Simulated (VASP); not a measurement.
Here is a VASP 6.6.1 calculation.

File INCAR:

```
SYSTEM = BeS
  PREC = Accurate
  ENCUT = 520
  EDIFF = 1E-6
  ISMEAR = 0
  SIGMA = 0.05
  LREAL = .False.
  LASPH = .True.
  NELM = 100
  ALGO = Normal
  ISIF = 2
  LWAVE = .False.
  LCHARG = .False.
  GGA = PE
  NBANDS = 11
```

Contents of KPOINTS:

```
regular mesh
0
Gamma
  8 8 8
  0 0 0
```

File POSCAR:

```
BeS
1.0
    0.0000000000      2.3522500000      2.3522500000
    2.3522500000      0.0000000000      2.3522500000
    2.3522500000      2.3522500000      0.0000000000
Be S
1 1
Direct
    0.0000000000      0.0000000000      0.0000000000
    0.7500000000      0.7500000000      0.7500000000
```

Potentials or basis: VASP PAW PBE potentials, release 64 (Be, S).

Command:

```console
$ cat potpaw_PBE.64/Be/POTCAR potpaw_PBE.64/S/POTCAR > POTCAR
$ mpirun -np 1 vasp_std > vasp.out
```

(1) What does it give for the pressure?

(2) Predict the band gap on the k mesh.

Results:

(1) 12.2 GPa.

(2) 2.89 eV, indirect (least direct gap 5.61 eV).

Caveat: the cell differs from its parent crystal (strain -0.030 along x and y, -0.030 along z).
